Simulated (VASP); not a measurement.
# HfZn (Pm-3m) in VASP: notebook

HfZn is run at these levels: LDA; tasks: single point, relaxation of cell and atoms.

Program: VASP 6.6.1. These are calculated values, not measurements. Logs are shortened: lines on timing, memory, paths and dates and some standing lists are left out, and cuts for length are marked.

## (1) The cell of the first run

Symmetry: Pm-3m, No. 221, cubic system. The conventional cell has a = 3.237 Å, b = 3.237 Å, c = 3.237 Å, α = 90.00°, β = 90.00°, γ = 90.00°. Within 3.7 Å of Hf (site symmetry m-3m) lie 8 Zn at 2.80 Å and 6 Hf at 3.24 Å. Within 3.7 Å of Zn (site symmetry m-3m) lie 8 Hf at 2.80 Å and 6 Zn at 3.24 Å.

## (2) Single point, LDA

Contents of INCAR:

```
SYSTEM = HfZn
PREC = Accurate
ENCUT = 520
EDIFF = 1E-6
ISMEAR = -1
SIGMA = 0.1
LREAL = .False.
LASPH = .True.
NELM = 80
ALGO = Normal
ISIF = 2
LWAVE = .False.
LCHARG = .False.
GGA = CA
NBANDS = 18
```

Contents of KPOINTS:

```
regular mesh
0
Gamma
  8 8 8
  0 0 0
```

Contents of POSCAR:

```
HfZn
1.0
    3.2367536502      0.0000000000      0.0000000000
    0.0000000000      3.2367536502      0.0000000000
    0.0000000000      0.0000000000      3.2367536502
Hf Zn
1 1
Direct
    0.5000000000      0.5000000000      0.5000000000
    0.0000000000      0.0000000000      0.0000000000
```

Potentials or basis: VASP PAW LDA potentials, release 64 (Hf_pv, Zn).

Run with:

```sh
cat potpaw_LDA.64/Hf_pv/POTCAR potpaw_LDA.64/Zn/POTCAR > POTCAR
mpirun -np 1 vasp_std > vasp.out
```

OUTCAR:

```text
SYSTEM = HfZn
   PREC = Accurate
   ENCUT = 520
   EDIFF = 1E-6
   ISMEAR = -1
   LREAL = .False.
   LASPH = .True.
   NELM = 80
   ISIF = 2
   GGA = CA

 ion  position               nearest neighbor table
   1  0.500  0.500  0.500-   2 2.80   2 2.80   2 2.80   2 2.80   2 2.80   2 2.80   2 2.80   2 2.80

   2  0.000  0.000  0.000-   1 2.80   1 2.80   1 2.80   1 2.80   1 2.80   1 2.80   1 2.80   1 2.80

  LATTYP: Found a simple cubic cell.
 ALAT       =     3.2367536502

  Lattice vectors:

 A1 = (   3.2367536502,   0.0000000000,   0.0000000000)
 A2 = (   0.0000000000,   3.2367536502,   0.0000000000)
 A3 = (   0.0000000000,   0.0000000000,   3.2367536502)

Analysis of symmetry for initial positions (statically):
=====================================================================
 Subroutine PRICEL returns:
 Original cell was already a primitive cell.

 Routine SETGRP: Setting up the symmetry group for a
 simple cubic supercell.

 Subroutine GETGRP returns: Found 48 space group operations
 (whereof 48 operations were pure point group operations)
 out of a pool of 48 trial point group operations.

The static configuration has the point symmetry O_h .

Analysis of symmetry for dynamics (positions and initial velocities):
=====================================================================
 Subroutine PRICEL returns:
 Original cell was already a primitive cell.

 Routine SETGRP: Setting up the symmetry group for a
 simple cubic supercell.

 Subroutine GETGRP returns: Found 48 space group operations
 (whereof 48 operations were pure point group operations)
 out of a pool of 48 trial point group operations.

The dynamic configuration has the point symmetry O_h .

 Subroutine INISYM returns: Found 48 space group operations
 (whereof 48 operations are pure point group operations),
 and found     1 'primitive' translations

----------------------------------------------------------------------------------------

                                     Primitive cell

  volume of cell :      33.9101

  direct lattice vectors                    reciprocal lattice vectors
     3.236753650  0.000000000  0.000000000     0.308951532  0.000000000  0.000000000
     0.000000000  3.236753650  0.000000000     0.000000000  0.308951532  0.000000000
     0.000000000  0.000000000  3.236753650     0.000000000  0.000000000  0.308951532

  length of vectors
     3.236753650  3.236753650  3.236753650     0.308951532  0.308951532  0.308951532

  position of ions in fractional coordinates (direct lattice)
     0.500000000  0.500000000  0.500000000
     0.000000000  0.000000000  0.000000000

  ion indices of the primitive-cell ions
   primitive index   ion index
                 1           1
                 2           2

----------------------------------------------------------------------------------------

 KPOINTS: regular mesh

Automatic generation of k-mesh.
 Grid dimensions read from file:
 generate k-points for:    8    8    8

 Generating k-lattice:

  Cartesian coordinates                     Fractional coordinates (reciprocal lattice)
     0.038618942  0.000000000  0.000000000     0.125000000  0.000000000  0.000000000
     0.000000000  0.038618942  0.000000000     0.000000000  0.125000000  0.000000000
     0.000000000  0.000000000  0.038618942     0.000000000  0.000000000  0.125000000

  Length of vectors
     0.038618942  0.038618942  0.038618942

  Shift w.r.t. Gamma in fractional coordinates (k-lattice)
     0.000000000  0.000000000  0.000000000

 Subroutine IBZKPT returns following result:
 ===========================================

 Found     35 irreducible k-points:

 Following reciprocal coordinates:
            Coordinates               Weight
  0.000000  0.000000  0.000000      1.000000
  0.125000  0.000000  0.000000      6.000000
  0.250000  0.000000  0.000000      6.000000
  0.375000  0.000000  0.000000      6.000000
  0.500000  0.000000  0.000000      3.000000
  0.125000  0.125000  0.000000     12.000000
[... 16 lines left out ...]
  0.375000  0.375000  0.125000     24.000000
  0.500000  0.375000  0.125000     24.000000
 [... further k-points ...]
   k-points           NKPTS =     35   k-points in BZ     NKDIM =     35   number of bands    NBANDS=     18
   number of dos      NEDOS =    301   number of ions     NIONS =      2
   total plane-waves  NPLWV =  13824
   dimension x,y,z NGX =    24 NGY =   24 NGZ =   24
   dimension x,y,z NGXF=    48 NGYF=   48 NGZF=   48
   ions per type =               1   1
   NGX,Y,Z   is equivalent  to a cutoff of  12.33, 12.33, 12.33 a.u.
   NGXF,Y,Z  is equivalent  to a cutoff of  24.65, 24.65, 24.65 a.u.
 SYSTEM =  HfZn
   PREC   = accura    normal or accurate (medium, high low for compatibility)
   ISTART =      0    job   : 0-new  1-cont  2-samecut
   ICHARG =      2    charge: 1-file 2-atom 10-const
   ISPIN  =      1    spin polarized calculation?
   LNONCOLLINEAR =      F non collinear calculations
   LSORBIT =      F    spin-orbit coupling
   LASPH  =      T    aspherical Exc in radial PAW
   ENCUT  =  520.0 eV  38.22 Ry    6.18 a.u.   6.02  6.02  6.02*2*pi/ulx,y,z
   NELM   =     80;   NELMIN=  2; NELMDL= -5     # of ELM steps
   EDIFF  = 0.1E-05   stopping-criterion for ELM
   LREAL  =      F    real-space projection
   EDIFFG = 0.1E-04   stopping-criterion for IOM
   NSW    =      0    number of steps for IOM
   IBRION =     -1    ionic relax: 0-MD 1-quasi-New 2-CG
   NFREE  =      0    steps in history (QN), initial steepest desc. (CG)
   ISIF   =      2    stress and relaxation
   ISYM   =      2    0-nonsym 1-usesym 2-fastsym
   POTIM  = 0.5000    time-step for ionic-motion
   TEBEG  =    0.0;   TEEND  =   0.0 temperature during run
   PSTRESS=    0.0 pullay stress
   NELECT =      22.0000    total number of electrons
   NUPDOWN=      -1.0000    fix difference up-down
   EMIN   =  10.00;   EMAX   =-10.00  energy-range for DOS
   EFERMI =   0.00;   METHOD = LEGACY
   ISMEAR =    -1;   SIGMA  =   0.10  broadening in eV -4-tet -1-fermi 0-gaus
   EFERMI_NEDOS =   21; number of points for ismear=-14 and -15
   IALGO  =     38    algorithm
   IMIX   =      4    mixing-type and parameters
     AMIX     =   0.40;   BMIX     =  1.00
     AMIX_MAG =   1.60;   BMIX_MAG =  1.00
  volume/ion in A,a.u.               =      16.96       114.42
  Fermi-wavevector in a.u.,A,eV,Ry     =   1.417227  2.678171 27.327741  2.008532
  Thomas-Fermi vector in A             =   2.538479
   LORBIT       =      0    0 simple, 1 ext, 2 COOP (PROOUT), +10 PAW based schemes
   GGA     = CA    functional components
   LHFCALC =     F    Hartree Fock is set to
   AEXX    =    0.0000 exact exchange contribution
   IVDW    =     0    specifies the selected vdW correction
   LEPSILON=     F    determine dielectric tensor
   LRPA    =     F    only Hartree local field effects (RPA)
 non-spin polarized calculation
  energy-cutoff  :      520.00
  volume of cell :       33.91
 maximum number of plane-waves:       932
   NGX = 13   NGY = 13   NGZ = 13

 number of electron      22.0000023 magnetization

 Free energy of the ion-electron system (eV)
  ---------------------------------------------------
  ext. energy  EPLUGINS =         0.00000000
  ---------------------------------------------------
  free energy    TOTEN  =       -13.04853144 eV

  energy without entropy =      -13.02939467  energy(sigma->0) =      -13.03896305

 E-fermi :   4.5796     XC(G=0): -12.1647

 val. band max:        4.4836822098   @ k =   0.5000   0.1250   0.1250
 cond. band min:       4.6950877943   @ k =   0.5000   0.1250   0.1250
 fundamental gap:      0.2114055846
 Fermi energy:         4.5795957520

 k-point     1 :       0.0000    0.0000    0.0000
  band No.  band energies     occupation
      1     -25.7414      2.00000
      2     -25.7414      2.00000
      3     -25.7414      2.00000
      4      -4.5587      2.00000
      5      -3.1546      2.00000
      6      -3.1546      2.00000
[... 10 lines left out ...]
     17      10.2366      0.00000
     18      15.6163      0.00000

 k-point     2 :       0.1250    0.0000    0.0000
  band No.  band energies     occupation
      1     -25.7995      2.00000
      2     -25.7366      2.00000
      3     -25.7366      2.00000
      4      -4.2593      2.00000
      5      -3.1290      2.00000
      6      -3.0975      2.00000
[... 10 lines left out ...]
     17      11.5511      0.00000
     18      16.3996      0.00000

 k-point     3 :       0.2500    0.0000    0.0000
  band No.  band energies     occupation
      1     -25.9371      2.00000
      2     -25.7252      2.00000
      3     -25.7252      2.00000
      4      -3.4301      2.00000
      5      -3.0668      2.00000
      6      -2.9372      2.00000
[... 10 lines left out ...]
     17      13.4477      0.00000
     18      15.7054      0.00000

 k-point     4 :       0.3750    0.0000    0.0000
  band No.  band energies     occupation
      1     -26.0713      2.00000
      2     -25.7137      2.00000
      3     -25.7137      2.00000
      4      -3.0038      2.00000
      5      -2.9092      2.00000
      6      -2.7944      2.00000
[... 10 lines left out ...]
     17      15.4546      0.00000
     18      15.4546      0.00000

 k-point     5 :       0.5000    0.0000    0.0000
  band No.  band energies     occupation
      1     -26.1258      2.00000
      2     -25.7089      2.00000
      3     -25.7089      2.00000
      4      -2.9774      2.00000
      5      -2.8468      2.00000
      6      -2.8012      2.00000
[... 10 lines left out ...]
     17      16.2102      0.00000
     18      16.5287      0.00000

 k-point     6 :       0.1250    0.1250    0.0000
  band No.  band energies     occupation
      1     -25.7978      2.00000
      2     -25.7906      2.00000
      3     -25.7318      2.00000
      4      -3.9771      2.00000
      5      -3.0928      2.00000
      6      -3.0571      2.00000
[... 307 lines left out ...]
 k-point    21 :       0.3750    0.2500    0.1250
  band No.  band energies     occupation
      1     -26.0380      2.00000
      2     -25.8928      2.00000
      3     -25.7503      2.00000
      4      -3.0459      2.00000
      5      -2.9384      2.00000
      6      -2.8698      2.00000
[... 10 lines left out ...]
     17      14.3426      0.00000
     18      15.1913      0.00000

 k-point    22 :       0.5000    0.2500    0.1250
  band No.  band energies     occupation
      1     -26.0905      2.00000
      2     -25.8865      2.00000
      3     -25.7450      2.00000
      4      -3.0617      2.00000
      5      -2.9370      2.00000
      6      -2.8733      2.00000
[... 10 lines left out ...]
     17      13.6446      0.00000
     18      15.2471      0.00000

 k-point    23 :       0.3750    0.3750    0.1250
  band No.  band energies     occupation
      1     -26.0227      2.00000
      2     -26.0164      2.00000
      3     -25.7375      2.00000
      4      -3.1251      2.00000
      5      -2.9685      2.00000
      6      -2.9106      2.00000
[... 10 lines left out ...]
     17      12.8736      0.00000
     18      15.4469      0.00000

 k-point    24 :       0.5000    0.3750    0.1250
  band No.  band energies     occupation
      1     -26.0712      2.00000
      2     -26.0120      2.00000
      3     -25.7321      2.00000
      4      -3.1565      2.00000
      5      -2.9850      2.00000
      6      -2.9172      2.00000
[... 10 lines left out ...]
     17      12.4917      0.00000
     18      15.4157      0.00000

 [... further k-points ...]
[... 5 lines left out ...]
  --------------------------------------------------------------------------------------
  -------------------------------------------------------------------------------------
  Total       -0.3687418     -0.3687418     -0.3687418     -0.0000000     -0.0000000      0.0000000
  in kB      -17.4222427    -17.4222427    -17.4222427     -0.0000000     -0.0000000      0.0000000
  external PRESSURE =     -17.4222427 kB  Pullay stress =       0.0000000 kB

 VOLUME and BASIS-vectors are now :
 -----------------------------------------------------------------------------
  energy-cutoff  :      520.00
  volume of cell :       33.91
      direct lattice vectors                 reciprocal lattice vectors
     3.236753650  0.000000000  0.000000000     0.308951532  0.000000000  0.000000000
     0.000000000  3.236753650  0.000000000     0.000000000  0.308951532  0.000000000
     0.000000000  0.000000000  3.236753650     0.000000000  0.000000000  0.308951532

 POSITION                                       TOTAL-FORCE (eV/Angst)
 -----------------------------------------------------------------------------------
      1.61838      1.61838      1.61838         0.000000      0.000000      0.000000
      0.00000      0.00000      0.00000         0.000000      0.000000      0.000000
 -----------------------------------------------------------------------------------
    total drift:                                0.000000      0.000000     -0.000000

  FREE ENERGIE OF THE ION-ELECTRON SYSTEM (eV)
  ---------------------------------------------------
  free  energy   TOTEN  =       -13.0485314423 eV

  energy  without entropy=      -13.0293946663  energy(sigma->0) =      -13.03896305
```

Run time: 6 s. Hardware: 1 thread of Intel Xeon 6975P-C (Granite Rapids), shared host; peak memory 0.14 GiB.

Results:

```yaml
Free_energy: -13.0485 eV
Pressure: -1.7 GPa
Band_gap_on_the_k_mesh: zero (band 11 reaches 4.70 eV, above the bottom of band 12 at 4.01 eV)
```

Levels at points of the mesh, in eV from the Fermi level:
```
           k point  band 8  band 9  band 10  band 11  band 12  band 13  band 14  band 15
(0.00, 0.00, 0.00)   -7.33   -7.33    -0.89    -0.89     4.33     4.33     4.33     5.66
(0.50, 0.00, 0.00)   -7.28   -5.21    -4.62    -0.59     0.87     0.87     4.41     6.02
(0.50, 0.50, 0.00)   -7.07   -4.69    -0.79    -0.57    -0.57     2.57     2.57     6.06
(0.50, 0.50, 0.50)   -7.06   -3.04    -3.04    -3.04     0.53     5.93     5.93     5.93
```

Caveat: spin-orbit coupling is left out, which moves the levels of the heavy elements.

## (3) Relaxation of cell and atoms, LDA, target pressure -2 GPa, at which the enthalpy is minimised

This run uses another cell than the first one, of 17.56 Å³/atom, 1.036 times its volume.

Contents of INCAR:

```
SYSTEM = HfZn
ALGO = Normal
EDIFF = 1E-6
EDIFFG = -0.02
ENCUT = 600
IBRION = 2
ISIF = 3
ISMEAR = -1
LASPH = .TRUE.
LCHARG = .FALSE.
LREAL = .FALSE.
LWAVE = .FALSE.
NELM = 100
NSW = 80
PREC = Accurate
PSTRESS = -20.0
SIGMA = 0.1
```

Contents of KPOINTS:

```
k-points
0
G
  8 8 8
  0 0 0
```

Contents of POSCAR:

```
HfZn
1.0
    3.2751048400      0.0000000000      0.0000000000
    0.0000000000      3.2751048400      0.0000000000
    0.0000000000      0.0000000000      3.2751048400
Hf Zn
1 1
Direct
    0.5000000000      0.5000000000      0.5000000000
    0.0000000000      0.0000000000      0.0000000000
```

Potentials or basis: VASP PAW LDA potentials, release 64 (Hf_pv, Zn).

Run with:

```sh
cat potpaw_LDA.64/Hf_pv/POTCAR potpaw_LDA.64/Zn/POTCAR > POTCAR
mpirun -np 1 vasp_std > vasp.out
```

Run time: 24 s. Hardware: 1 thread of Intel Xeon 6975P-C (Granite Rapids), shared host; peak memory 0.16 GiB.

It converged, with:

```yaml
Free_energy: -13.0480 eV
Relaxed_volume: 16.99 Å³/atom
Relaxed_cell: a = 3.239 Å, b = 3.239 Å, c = 3.239 Å, α = 90.00°, β = 90.00°, γ = 90.00°
Space_group_after_relaxing_to_0.05_Å: Pm-3m (No. 221)
Energy_change_on_relaxing_the_enthalpy_is_what_falls: -14.7 meV/atom
Ionic_steps: 3
Pressure_after_relaxing: -2.1 GPa
Band_gap_on_the_k_mesh: zero (band 11 reaches 4.68 eV, above the bottom of band 12 at 3.99 eV)
```

Step by step:
```tsv
step	energy change (eV)	largest force (eV/Å)	pressure (GPa)	volume (Å³)
1	0.0000	0.0000	-6.02	35.13
2	-0.0288	0.0000	2.29	32.94
3	-0.0293	0.0000	-2.06	33.98
```

Final structure:
```
Hf Zn
1.0
     3.23897    0.00000    0.00000
     0.00000    3.23897    0.00000
     0.00000    0.00000    3.23897
Hf Zn
1 1
Cartesian
  1.6195 1.6195 1.6195
  0.0000 0.0000 0.0000
```

Levels at points of the mesh, in eV from the Fermi level:
```csv
k point,band 9,band 10,band 11,band 12,band 13,band 14
"(0.00, 0.00, 0.00)",-7.33,-0.88,-0.88,4.32,4.32,4.32
"(0.50, 0.00, 0.00)",-5.21,-4.62,-0.59,0.87,0.87,4.40
"(0.50, 0.50, 0.00)",-4.69,-0.79,-0.57,-0.57,2.57,2.57
"(0.50, 0.50, 0.50)",-3.03,-3.03,-3.03,0.52,5.91,5.91
```

Caveat: the cell is relaxed towards a set pressure, so the enthalpy falls and the energy may rise; spin-orbit coupling is left out, which moves the levels of the heavy elements.
